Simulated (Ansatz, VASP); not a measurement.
## One calculation of SiO2, two programs

Contents of INCAR:

```
  PREC = Accurate
  ENCUT = 520
  EDIFF = 1E-6
  ISMEAR = 0
  SIGMA = 0.05
  LREAL = False
  LASPH = True
  NELM = 60
  ALGO = Normal
  ISIF = 2
  LWAVE = False
  LCHARG = False
  NBANDS = 25
```

The input KPOINTS:

```
regular mesh
0
Gamma
  6 6 8
```

Contents of POSCAR:

```
SiO2
1.0
    4.2299000000      0.0000000000      0.0000000000
    0.0000000000      4.2299000000      0.0000000000
    0.0000000000      0.0000000000      2.7252000000
Si O
2 4
Direct
    0.5000000000      0.5000000000      0.5000000000
    0.0000000000      0.0000000000      0.0000000000
    0.6944252994      0.6944252994      0.0000000000
    0.1944252994      0.8055747006      0.5000000000
    0.3055747006      0.3055747006      0.0000000000
    0.8055747006      0.1944252994      0.5000000000
```

Input for Ansatz:

```yaml
crystal:
  lattice:
    - [4.2299, 0.0, 0.0]
    - [0.0, 4.2299, 0.0]
    - [0.0, 0.0, 2.7252]
  atoms:
    - { symbol: Si, position: [0.5, 0.5, 0.5] }
    - { symbol: Si, position: [0.0, 0.0, 0.0] }
    - { symbol: O, position: [0.6944252994, 0.6944252994, 0.0] }
    - { symbol: O, position: [0.1944252994, 0.8055747006, 0.5] }
    - { symbol: O, position: [0.3055747006, 0.3055747006, 0.0] }
    - { symbol: O, position: [0.8055747006, 0.1944252994, 0.5] }
basis:
  ecutwfc: 520.0
kpoints:
  mp_grid: { grid: [6, 6, 8] }
hamiltonian:
  xc: lda
  pseudopotentials: { kind: paw, azcp: { folder: soft_1 } }
scf:
  occupations: { method: gaussian, width: 0.05 }
output:
  forces: true
  stress: true
  eigenvalues: true
```

Alike in both runs: task single point; functional LDA; k mesh 6 × 6 × 8; occupations gaussian, width 0.05 eV; no spin polarisation.

|  | VASP | Ansatz |
| --- | --- | --- |
| version | VASP 6.6.1 | Ansatz 0.2.0 |
| potentials or method | VASP PAW LDA potentials, release 64 (Si, O), cutoff 520 eV | scalar-relativistic, plane waves, PAW |
| valence electrons in the cell | 32 | 32 |

Ansatz gave:

```
gap on the k mesh at the Fermi level (eV)                     : 4.74
least direct gap on the mesh (eV)                             : 4.74
pressure (GPa)                                                : -18.0
traceless stress, the component that is largest in VASP (GPa) : -4.04
rms of the force components (eV/Å)                            : 0.149
```

Estimate VASP's values.

gap on the k mesh at the Fermi level (eV): 4.74; least direct gap on the mesh (eV): 4.74; pressure (GPa): -17.1; traceless stress, the component that is largest in VASP (GPa): -3.49; rms of the force components (eV/Å): 0.135.

Ansatz warns that its potentials were made for another functional, while VASP's fit it. LDA's correlation is that of Perdew and Zunger in VASP and of Perdew and Wang (1992) in Ansatz. Atom by atom the forces differ by 0.014 eV/Å (rms over components).
